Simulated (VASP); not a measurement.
The system is Ta3Cu.

```
CELL_PARAMETERS angstrom
-2.00651 2.00651 4.20817
2.00651 -2.00651 4.20817
2.00651 2.00651 -4.20817
ATOMIC_POSITIONS crystal
Ta 0.50000 0.50000 0.00000
Ta 0.25000 0.75000 0.50000
Ta 0.75000 0.25000 0.50000
Cu 0.00000 0.00000 0.00000
```

- Program: VASP 6.6.1
- Task: relaxation of cell and atoms
- Functional: PBEsol
- Potentials or basis: VASP PAW PBE potentials, release 64 (Ta_pv, Cu)
- Cutoff: 600 eV
- k mesh: 9 × 9 × 9
- Occupations: fermi-dirac, width 0.05 eV
- Spin: no spin polarisation

At the start: pressure -6.0 GPa; volume 16.94 Å³/atom.

Q: Where does the relaxation end?

A: Over 6 steps the energy falls by 10.6 meV/atom and the volume is 16.39 Å³/atom (-3.2 %); space group I4/mmm (No. 139, to 0.1 Å) before and after.

The path:
```
step  energy change (eV)  largest force (eV/Å)  pressure (GPa)  volume (Å³)
   1              0.0000                0.0000           -5.99        67.77
   2              0.1100                0.0000           13.32        61.74
   3             -0.0418                0.0000           -0.10        65.63
   4             -0.0418                0.0000            0.02        65.59
   5             -0.0423                0.0000            0.02        65.59
   6             -0.0425                0.0000            0.01        65.58
```

Final structure:
```cif
data_structure
_symmetry_space_group_name_H-M 'P 1'
_symmetry_Int_Tables_number 1
_cell_length_a 5.0059
_cell_length_b 5.0059
_cell_length_c 5.0059
_cell_angle_alpha 133.152
_cell_angle_beta 133.152
_cell_angle_gamma 68.416
_cell_volume 65.58
loop_
_atom_site_label
_atom_site_type_symbol
_atom_site_fract_x
_atom_site_fract_y
_atom_site_fract_z
_atom_site_occupancy
Ta1 Ta 0.50000 0.50000 0.00000 1
Ta2 Ta 0.25000 0.75000 0.50000 1
Ta3 Ta 0.75000 0.25000 0.50000 1
Cu1 Cu 0.00000 0.00000 0.00000 1
```

Caveat: the PAW data sets were made with another functional, which shifts forces and pressure a little.
